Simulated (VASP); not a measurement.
Write the native input for VASP 6.6.1 that does the following.

| Item | Value |
| --- | --- |
| Task | single point |
| Functional | PBE |
| Potentials or basis | VASP PAW PBE potentials, release 64 (Hf_pv, Si, W_sv) |
| Cutoff | 520 eV |
| k mesh | 10 × 10 × 10 |
| Occupations | gaussian, width 0.1 eV |
| Spin | no spin polarisation |
| Dipole correction | no |
| Further INCAR settings | ALGO = Fast; EDIFF = 1e-06; NBANDS = 35 |

The structure of Hf3Si2W lies in POSCAR:

```
Hf3Si2W
1.0
   -2.7157584758      2.7157584758      5.1155278799
    2.7157584758     -2.7157584758      5.1155278799
    2.7157584758      2.7157584758     -5.1155278799
Hf Si W
3 2 1
Direct
    0.5000000000      0.0000000000      0.5000000000
    0.0000000000      0.5000000000      0.5000000000
    0.5000000000      0.5000000000      0.0000000000
    0.7500000000      0.2500000000      0.5000000000
    0.2500000000      0.7500000000      0.5000000000
    0.0000000000      0.0000000000      0.0000000000
```

The cell was generated, and may not be a known phase.

These files were run (other wordings do the same):

INCAR

```
SYSTEM = Hf3Si2W
  ALGO = Fast
  EDIFF = 1E-6
  ENCUT = 520
  GGA = PE
  ISIF = 2
  ISMEAR = 0
  LASPH = .True.
  LCHARG = .False.
  LREAL = .False.
  LWAVE = .False.
  NBANDS = 35
  NELM = 100
  PREC = Accurate
  SIGMA = 0.1
```

KPOINTS

```
k-points
0
Gamma
  10 10 10
  0 0 0
```

Potentials or basis: VASP PAW PBE potentials, release 64 (Hf_pv, Si, W_sv).

The run is started by

```bash
$ cat potpaw_PBE.64/Hf_pv/POTCAR potpaw_PBE.64/Si/POTCAR potpaw_PBE.64/W_sv/POTCAR > POTCAR
$ mpirun -np 1 vasp_std > vasp.out
```

It gave:

* Pressure: 0.0 GPa
* Band gap on the k mesh: zero (bands 26 and 27 overlap by 1.36 eV)

Caveat: spin-orbit coupling is left out, which moves the levels of the heavy elements.

Wall time 7.9 min on 1 thread of Intel(R) Xeon(R) 6975P-C (Granite Rapids) (shared host), peak memory 0.67 GiB.
